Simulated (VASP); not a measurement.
Write the native input for VASP 6.6.1 that does the following.

| Quantity | Value |
| --- | --- |
| Task | single point |
| Functional | PBE |
| Potentials or basis | VASP PAW PBE potentials, release 64 (Sc_sv, S) |
| Cutoff | 520 eV |
| k mesh | 4 × 4 × 6 |
| Occupations | gaussian, width 0.1 eV |
| Spin | collinear spin |
| Starting moments | [1.0, 0.0, 0.0, 0.0, 0.0] μB |
| Dipole correction | no |
| Further INCAR settings | ALGO = Fast; EDIFF = 1e-06; NBANDS = 30 |

The structure of ScS4 lies in POSCAR:

```
ScS4
1.0
    3.4328134382     -3.9788640501      0.0000000000
    3.4328134382      3.9788640501      0.0000000000
    0.0000000000      0.0000000000      3.6016861968
Sc S
1 4
Direct
    0.0000000000      0.0000000000      0.0000000000
    0.7297117017      0.7297117017      0.5000000000
    0.2702882983      0.2702882983      0.5000000000
    0.6818650599      0.3181349401      0.0000000000
    0.3181349401      0.6818650599      0.0000000000
```

The cell was generated, and may not be a known phase.

The input as run:

INCAR

```
PREC = Accurate
ENCUT = 520
EDIFF = 1E-6
ISMEAR = 0
SIGMA = 0.1
LREAL = False
LASPH = True
NELM = 150
ALGO = Fast
ISIF = 2
LWAVE = False
LCHARG = False
ISPIN = 2
MAGMOM = 1 0 0 0 0
LORBIT = 11
LMAXMIX = 4
GGA = PE
NBANDS = 30
```

KPOINTS

```
regular mesh
0
Gamma
  4 4 6
```

Potentials or basis: VASP PAW PBE potentials, release 64 (Sc_sv, S).

The run is started by

```sh
$ cat potpaw_PBE.64/Sc_sv/POTCAR potpaw_PBE.64/S/POTCAR > POTCAR
$ mpirun -np 1 vasp_std > vasp.out
```

Results of the run:

```yaml
Pressure: -0.1 GPa
Largest_force: 0.020 eV/Å
Net_moment: 0.00 μB per cell
Valence_electrons_inside_the_program's_atomic_spheres: Sc 9.45; S 3.60, 3.55 (each value once)
```

Wall time 2.8 min on 1 thread of AMD EPYC 9755 128-Core Processor, on a shared host, peak memory 0.27 GiB.
